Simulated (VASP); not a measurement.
CdI2:

```xyz
3
Lattice="4.2918 0.0000 0.0000 -2.1459 3.7168 0.0000 0.0000 0.0000 7.6358" Properties=species:S:1:pos:R:3 pbc="T T T"
Cd    0.0000    0.0000    0.0000
I     0.0000    2.4779    1.7087
I     2.1459    1.2389    5.9271
```

* Program: VASP 6.6.1
* Task: relaxation of shape and atoms at fixed volume
* Functional: PBE
* Potentials or basis: VASP PAW PBE potentials, release 64 (Cd, I)
* Cutoff: 500 eV
* k mesh: 10 × 10 × 6
* Occupations: gaussian, width 0.05 eV
* Spin: no spin polarisation

At the start: pressure 0.8 GPa; volume 40.60 Å³/atom.

Q: How do energy, volume and symmetry change on relaxing?

A: Over 6 steps the energy falls by 2.1 meV/atom; space group P-3m1 (No. 164, to 0.1 Å) before and after.

The path:
```csv
step,energy change (eV),largest force (eV/Å),pressure (GPa),volume (Å³)
1,0.0000,0.1385,0.76,121.80
2,-0.0018,0.1095,0.66,121.80
3,-0.0049,0.0249,0.35,121.80
4,-0.0053,0.0156,0.21,121.80
5,-0.0061,0.0071,0.17,121.80
6,-0.0064,0.0020,0.13,121.80
```

Final structure:
```cif
data_structure
_symmetry_space_group_name_H-M 'P 1'
_symmetry_Int_Tables_number 1
_cell_length_a 4.3264
_cell_length_b 4.3264
_cell_length_c 7.5139
_cell_angle_alpha 90.000
_cell_angle_beta 90.000
_cell_angle_gamma 120.000
_cell_volume 121.80
loop_
_atom_site_label
_atom_site_type_symbol
_atom_site_fract_x
_atom_site_fract_y
_atom_site_fract_z
_atom_site_occupancy
Cd1 Cd 0.00000 0.00000 0.00000 1
I1 I 0.33333 0.66667 0.22913 1
I2 I 0.66667 0.33333 0.77087 1
```

Caveat: this functional lacks dispersion, which binds the layers, so the pressure and a relaxed spacing across them are unreliable.
